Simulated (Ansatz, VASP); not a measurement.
Two plane-wave programs on Cu6H

```xyz
14
Lattice="5.1332 0.0000 0.0000 0.0000 5.1332 0.0000 0.0000 0.0000 21.5289" Properties=species:S:1:pos:R:3 pbc="T T T"
Cu    1.2833    1.2833    4.0000
Cu    1.2833    3.8499    4.0000
Cu    3.8499    1.2833    4.0000
Cu    3.8499    3.8499    4.0000
Cu    0.0000    0.0000    5.7645
Cu    0.0000    2.5666    5.7645
Cu    2.5666    0.0000    5.7645
Cu    2.5666    2.5666    5.7645
Cu    1.2833    1.2833    7.5289
Cu    1.2833    3.8499    7.5289
Cu    3.8499    1.2833    7.5289
Cu    3.8499    3.8499    7.5289
H    -0.0417    5.1332    9.2589
H     2.6083    5.1332    9.2589
```

Alike in both runs: task single point; functional PBE; k mesh 5 × 5 × 1; occupations gaussian, width 0.1 eV; no spin polarisation.

```csv
,VASP,Ansatz
version,VASP 6.6.1,Ansatz 0.2.0
potentials or method,"VASP PAW PBE potentials, release 64 (Cu, H), cutoff 520 eV","scalar-relativistic, plane waves, PAW"
valence electrons in the cell,134,230
```

|  | VASP | Ansatz | Ansatz less VASP |
| --- | --- | --- | --- |
| gap on the k mesh at the Fermi level (eV) | none | none | - |
| rms of the force components (eV/Å) | 0.464 | 0.461 | -0.0029 |

Atom by atom the forces differ by 0.011 eV/Å (rms over components). A gap of «none» marks a metal or a gap that the smearing closes. VASP's potentials hold 134 valence electrons a cell and Ansatz's 230, so a difference there can come from the potentials and not from the codes.
